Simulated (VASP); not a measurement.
# ZrSi2 (I-4m2) in VASP: relaxation of cell and atoms with PBE

Aim: the relaxation of cell and atoms of ZrSi2 with PBE.

All numbers are computed with VASP 6.6.1; they aren't measurements. Logs are shortened: lines on timing, memory, paths and dates and some standing lists are left out, and cuts for length are marked.

### 1 The cell of the first run

It takes space group I-4m2 (No. 119, tetragonal). Conventional cell: a = 3.896 Å, b = 3.896 Å, c = 7.679 Å, α = 90.00°, β = 90.00°, γ = 90.00°. Within 3.6 Å of Zr (site symmetry -4m2) lie 8 Si at 2.73 to 2.75 Å. Within 3.6 Å of Si (site symmetry -4m2) lie 4 Si at 2.73 Å and 4 Zr at 2.75 Å. Si (site symmetry -4m2) has 4 Zr at 2.73 Å and 4 Si at 2.73 Å within 3.6 Å.

The cell was built from a structure type or drawn by symmetry, and may not be a known phase.

### 2 Relaxation of cell and atoms, PBE

Input file INCAR:

```
ALGO = Normal
EDIFF = 1E-7
EDIFFG = -0.01
ENCUT = 600
GGA = PE
IBRION = 2
ISIF = 3
ISMEAR = 0
LASPH = True
LCHARG = False
LREAL = False
LWAVE = False
NELM = 60
NSW = 100
PREC = Accurate
SIGMA = 0.1
```

Input file KPOINTS:

```
k-points
0
Gamma
  16 16 16
```

Input file POSCAR:

```
ZrSi2
1.0
   -1.9478338254      1.9478338254      3.8395445763
    1.9478338254     -1.9478338254      3.8395445763
    1.9478338254      1.9478338254     -3.8395445763
Zr Si
1 2
Direct
    0.5000000000      0.5000000000      0.0000000000
    0.0000000000      0.0000000000      0.0000000000
    0.7500000000      0.2500000000      0.5000000000
```

Potentials or basis: VASP PAW PBE potentials, release 64 (Zr_sv, Si).

Run with:

```
> cat potpaw_PBE.64/Zr_sv/POTCAR potpaw_PBE.64/Si/POTCAR > POTCAR
> mpirun -np 1 vasp_std > vasp.out
```

OUTCAR:

```text
EDIFF = 1E-7
   EDIFFG = -0.01
   ENCUT = 600
   GGA = PE
   IBRION = 2
   ISIF = 3
   ISMEAR = 0
   LASPH = True
   LREAL = False
   NELM = 60
   NSW = 100
   PREC = Accurate

 ion  position               nearest neighbor table
   1  0.500  0.500  0.000-   3 2.73   3 2.73   3 2.73   3 2.73   2 2.75   2 2.75   2 2.75   2 2.75

   2  0.000  0.000  0.000-   3 2.73   3 2.73   3 2.73   3 2.73   1 2.75   1 2.75   1 2.75   1 2.75

   3  0.750  0.250  0.500-   1 2.73   2 2.73   1 2.73   2 2.73   1 2.73   2 2.73   1 2.73   2 2.73

  LATTYP: Found a body centered tetragonal cell.
 ALAT       =     3.8956676508
 C/A-ratio  =     1.9711869289

  Lattice vectors:

 A1 = (  -1.9478338254,   1.9478338254,   3.8395445763)
 A2 = (   1.9478338254,  -1.9478338254,   3.8395445763)
 A3 = (   1.9478338254,   1.9478338254,  -3.8395445763)

Analysis of symmetry for initial positions (statically):
=====================================================================
 Subroutine PRICEL returns:
 Original cell was already a primitive cell.

 Routine SETGRP: Setting up the symmetry group for a
 body centered tetragonal supercell.

 Subroutine GETGRP returns: Found  8 space group operations
 (whereof  8 operations were pure point group operations)
 out of a pool of 16 trial point group operations.

The static configuration has the point symmetry D_2d.

Analysis of symmetry for dynamics (positions and initial velocities):
=====================================================================
 Subroutine PRICEL returns:
 Original cell was already a primitive cell.

 Routine SETGRP: Setting up the symmetry group for a
 body centered tetragonal supercell.

 Subroutine GETGRP returns: Found  8 space group operations
 (whereof  8 operations were pure point group operations)
 out of a pool of 16 trial point group operations.

The dynamic configuration has the point symmetry D_2d.

 Subroutine INISYM returns: Found  8 space group operations
 (whereof  8 operations are pure point group operations),
 and found     1 'primitive' translations

----------------------------------------------------------------------------------------

                                     Primitive cell

  volume of cell :      58.2698

  direct lattice vectors                    reciprocal lattice vectors
    -1.947833825  1.947833825  3.839544576     0.000000000  0.256695409  0.130223778
     1.947833825 -1.947833825  3.839544576     0.256695409  0.000000000  0.130223778
     1.947833825  1.947833825 -3.839544576     0.256695409  0.256695409  0.000000000

  length of vectors
     4.725485771  4.725485771  4.725485771     0.287838089  0.287838089  0.363022128

  position of ions in fractional coordinates (direct lattice)
     0.500000000  0.500000000  0.000000000
     0.000000000  0.000000000  0.000000000
     0.750000000  0.250000000  0.500000000

  ion indices of the primitive-cell ions
   primitive index   ion index
                 1           1
                 2           2
                 3           3

----------------------------------------------------------------------------------------

 KPOINTS: k-points

Automatic generation of k-mesh.
 Grid dimensions read from file:
 generate k-points for:   16   16   16

 Generating k-lattice:

  Cartesian coordinates                     Fractional coordinates (reciprocal lattice)
     0.000000000  0.016043463  0.008138986     0.062500000  0.000000000 -0.000000000
     0.016043463  0.000000000  0.008138986     0.000000000  0.062500000 -0.000000000
     0.016043463  0.016043463  0.000000000     0.000000000  0.000000000  0.062500000

  Length of vectors
     0.017989881  0.017989881  0.022688883

  Shift w.r.t. Gamma in fractional coordinates (k-lattice)
     0.000000000  0.000000000  0.000000000

 Subroutine IBZKPT returns following result:
 ===========================================

 Found    349 irreducible k-points:

 Following reciprocal coordinates:
            Coordinates               Weight
  0.000000  0.000000  0.000000      1.000000
  0.062500  0.000000  0.000000      8.000000
  0.125000  0.000000  0.000000      8.000000
  0.187500 -0.000000  0.000000      8.000000
  0.250000  0.000000  0.000000      8.000000
  0.312500 -0.000000  0.000000      8.000000
[... 16 lines left out ...]
 -0.125000  0.062500  0.000000     16.000000
 -0.062500  0.062500  0.000000      4.000000
 [... further k-points ...]
   k-points           NKPTS =    349   k-points in BZ     NKDIM =    349   number of bands    NBANDS=     14
   number of dos      NEDOS =    301   number of ions     NIONS =      3
   total plane-waves  NPLWV =  64000
   dimension x,y,z NGX =    40 NGY =   40 NGZ =   40
   dimension x,y,z NGXF=    80 NGYF=   80 NGZF=   80
   ions per type =               1   2
   NGX,Y,Z   is equivalent  to a cutoff of  14.07, 14.07, 14.07 a.u.
   NGXF,Y,Z  is equivalent  to a cutoff of  28.14, 28.14, 28.14 a.u.
 SYSTEM =  unknown system
   PREC   = accura    normal or accurate (medium, high low for compatibility)
   ISTART =      0    job   : 0-new  1-cont  2-samecut
   ICHARG =      2    charge: 1-file 2-atom 10-const
   ISPIN  =      1    spin polarized calculation?
   LNONCOLLINEAR =      F non collinear calculations
   LSORBIT =      F    spin-orbit coupling
   LASPH  =      T    aspherical Exc in radial PAW
   ENCUT  =  600.0 eV  44.10 Ry    6.64 a.u.   9.44  9.44  9.44*2*pi/ulx,y,z
   NELM   =     60;   NELMIN=  2; NELMDL= -5     # of ELM steps
   EDIFF  = 0.1E-06   stopping-criterion for ELM
   LREAL  =      F    real-space projection
   EDIFFG = -.1E-01   stopping-criterion for IOM
   NSW    =    100    number of steps for IOM
   IBRION =      2    ionic relax: 0-MD 1-quasi-New 2-CG
   NFREE  =      1    steps in history (QN), initial steepest desc. (CG)
   ISIF   =      3    stress and relaxation
   ISYM   =      2    0-nonsym 1-usesym 2-fastsym
   POTIM  = 0.5000    time-step for ionic-motion
   TEBEG  =    0.0;   TEEND  =   0.0 temperature during run
   PSTRESS=    0.0 pullay stress
   NELECT =      20.0000    total number of electrons
   NUPDOWN=      -1.0000    fix difference up-down
   EMIN   =  10.00;   EMAX   =-10.00  energy-range for DOS
   EFERMI =   0.00;   METHOD = LEGACY
   ISMEAR =     0;   SIGMA  =   0.10  broadening in eV -4-tet -1-fermi 0-gaus
   EFERMI_NEDOS =   21; number of points for ismear=-14 and -15
   IALGO  =     38    algorithm
   IMIX   =      4    mixing-type and parameters
     AMIX     =   0.40;   BMIX     =  1.00
     AMIX_MAG =   1.60;   BMIX_MAG =  1.00
  volume/ion in A,a.u.               =      19.42       131.07
  Fermi-wavevector in a.u.,A,eV,Ry     =   1.146226  2.166053 17.875803  1.313834
  Thomas-Fermi vector in A             =   2.282911
   LORBIT       =      0    0 simple, 1 ext, 2 COOP (PROOUT), +10 PAW based schemes
   GGA     = PE    functional components
   LHFCALC =     F    Hartree Fock is set to
   AEXX    =    0.0000 exact exchange contribution
   IVDW    =     0    specifies the selected vdW correction
   LEPSILON=     F    determine dielectric tensor
   LRPA    =     F    only Hartree local field effects (RPA)
 conjugate gradient relaxation of ions
 non-spin polarized calculation
 Gauss-broadening in eV      SIGMA  =   0.10
  energy-cutoff  :      600.00
  volume of cell :       58.27
 maximum number of plane-waves:      1975
 NGX is ok and might be reduce to    40
   NGX = 19   NGY = 19   NGZ = 19

--------------------------------------- Ionic step        1  -------------------------------------------

 number of electron      20.0000000 magnetization

 Free energy of the ion-electron system (eV)
  ---------------------------------------------------
  ext. energy  EPLUGINS =         0.00000000
  ---------------------------------------------------
  free energy    TOTEN  =       -19.30413403 eV

  energy without entropy =      -19.28701186  energy(sigma->0) =      -19.29557295

------------------------ aborting loop because EDIFF is reached ----------------------------------------

  FORCE on cell =-STRESS in cart. coord.  units (eV):
  Direction    XX          YY          ZZ          XY          YZ          ZX
  --------------------------------------------------------------------------------------
  -------------------------------------------------------------------------------------
  Total       -0.1312950     -0.1312950      0.0472649      0.0000000      0.0000000      0.0000000
  in kB       -3.6100658     -3.6100658      1.2995878      0.0000000      0.0000000      0.0000000
  external PRESSURE =      -1.9735146 kB  Pullay stress =       0.0000000 kB

 VOLUME and BASIS-vectors are now :
 -----------------------------------------------------------------------------
  energy-cutoff  :      600.00
  volume of cell :       58.27
      direct lattice vectors                 reciprocal lattice vectors
    -1.947833825  1.947833825  3.839544576     0.000000000  0.256695409  0.130223778
     1.947833825 -1.947833825  3.839544576     0.256695409  0.000000000  0.130223778
     1.947833825  1.947833825 -3.839544576     0.256695409  0.256695409  0.000000000
[... 112 lines left out ...]
 POSITION                                       TOTAL-FORCE (eV/Angst)
 -----------------------------------------------------------------------------------
      1.94241      1.94241      0.00000        -0.000000     -0.000000     -0.000000
      0.00000      0.00000     -0.00000        -0.000000      0.000000      0.000000
      0.00000      1.94241      1.92598         0.000000      0.000000      0.000000
 -----------------------------------------------------------------------------------
    total drift:                               -0.000000      0.000000      0.000000

  FREE ENERGIE OF THE ION-ELECTRON SYSTEM (eV)
  ---------------------------------------------------
  free  energy   TOTEN  =       -19.3046643759 eV

  energy  without entropy=      -19.2875102929  energy(sigma->0) =      -19.29608733

--------------------------------------- Ionic step        5  -------------------------------------------

 number of electron      20.0000000 magnetization

 Free energy of the ion-electron system (eV)
  ---------------------------------------------------
  ext. energy  EPLUGINS =         0.00000000
  ---------------------------------------------------
  free energy    TOTEN  =       -19.30476130 eV

  energy without entropy =      -19.28746390  energy(sigma->0) =      -19.29611260

 E-fermi :   7.9255     XC(G=0): -10.4992

 val. band max:        7.9239158854   @ k =  -0.1875  -0.3125   0.1875
 cond. band min:       7.9254537019   @ k =  -0.1875   0.5000   0.1875
 fundamental gap:      0.0015378165
 Fermi energy:         7.9254524536

 k-point     1 :       0.0000    0.0000    0.0000
  band No.  band energies     occupation
      1     -40.7742      2.00000
      2     -18.8723      2.00000
      3     -18.8723      2.00000
      4     -18.8419      2.00000
      5      -3.0872      2.00000
      6       4.0647      2.00000
      7       4.3905      2.00000
      8       6.2605      2.00000
      9       6.2605      2.00000
     10       7.2621      2.00000
     11       8.2978      0.00000
     12       8.2978      0.00000
     13       8.6336      0.00000
     14      10.0601      0.00000

 k-point     2 :       0.0625    0.0000    0.0000
  band No.  band energies     occupation
      1     -40.7740      2.00000
      2     -18.8769      2.00000
      3     -18.8720      2.00000
      4     -18.8420      2.00000
      5      -3.0381      2.00000
      6       3.8248      2.00000
      7       4.5869      2.00000
      8       6.0524      2.00000
      9       6.2657      2.00000
     10       7.4335      2.00000
[... 362 lines left out ...]
 k-point    24 :      -0.0625    0.0625    0.0000
  band No.  band energies     occupation
      1     -40.7738      2.00000
      2     -18.8770      2.00000
      3     -18.8759      2.00000
      4     -18.8415      2.00000
      5      -3.0083      2.00000
      6       4.0463      2.00000
      7       4.3400      2.00000
      8       6.0330      2.00000
      9       6.0948      2.00000
     10       7.4425      2.00000
     11       7.5827      2.00000
     12       8.4886      0.00000
     13       9.2704      0.00000
     14      10.4970      0.00000

 [... further k-points ...]
[... 5 lines left out ...]
  --------------------------------------------------------------------------------------
  -------------------------------------------------------------------------------------
  Total       -0.0055953     -0.0055953     -0.0214693      0.0000000      0.0000000      0.0000000
  in kB       -0.1539091     -0.1539091     -0.5905507      0.0000000      0.0000000      0.0000000
  external PRESSURE =      -0.2994563 kB  Pullay stress =       0.0000000 kB

 VOLUME and BASIS-vectors are now :
 -----------------------------------------------------------------------------
  energy-cutoff  :      600.00
  volume of cell :       58.25
      direct lattice vectors                 reciprocal lattice vectors
    -1.940207547  1.940207547  3.868247780     0.000000000  0.257704389  0.129257490
     1.940207547 -1.940207547  3.868247780     0.257704389  0.000000000  0.129257490
     1.940207547  1.940207547 -3.868247780     0.257704389  0.257704389  0.000000000

 POSITION                                       TOTAL-FORCE (eV/Angst)
 -----------------------------------------------------------------------------------
      0.00000      0.00000      3.86825         0.000000     -0.000000     -0.000000
      1.94021     -1.94021      3.86825        -0.000000      0.000000      0.000000
      0.00000      1.94021      1.93412        -0.000000     -0.000000      0.000000
 -----------------------------------------------------------------------------------
    total drift:                               -0.000000      0.000000      0.000000

  FREE ENERGIE OF THE ION-ELECTRON SYSTEM (eV)
  ---------------------------------------------------
  free  energy   TOTEN  =       -19.3047612959 eV

  energy  without entropy=      -19.2874638965  energy(sigma->0) =      -19.29611260

 reached required accuracy - stopping structural energy minimisation
```

Wall time 26 min (1 thread of Intel Xeon 8259CL, shared host); peak memory 0.53 GiB.

Results:

```
Free energy                           : -19.3048 eV
Relaxed volume                        : 19.42 Å³/atom
Relaxed cell                          : a = 4.743 Å, b = 4.743 Å, c = 4.743 Å, α = 131.70°, β = 131.70°, γ = 70.70°
Space group after relaxing (to 0.1 Å) : I-4m2 (No. 119)
Energy gained by relaxing             : 0.2 meV/atom
Ionic steps                           : 5
Pressure after relaxing               : 0.0 GPa
Band gap on the k mesh                : zero (bands 10 and 11 overlap by 0.99 eV)
```

Step by step:
```
step  energy change (eV)  largest force (eV/Å)  pressure (GPa)  volume (Å³)
   1              0.0000                0.0000           -0.20        58.27
   2             -0.0003                0.0000            0.16        58.07
   3             -0.0003                0.0000            0.16        58.07
   4             -0.0005                0.0000            0.09        58.13
   5             -0.0006                0.0000           -0.03        58.25
```

Final structure:
```xyz
3
Lattice="-1.9402 1.9402 3.8682 1.9402 -1.9402 3.8682 1.9402 1.9402 -3.8682" Properties=species:S:1:pos:R:3 pbc="T T T"
Zr    0.0000    0.0000    3.8682
Si    1.9402   -1.9402    3.8682
Si    0.0000    1.9402    1.9341
```
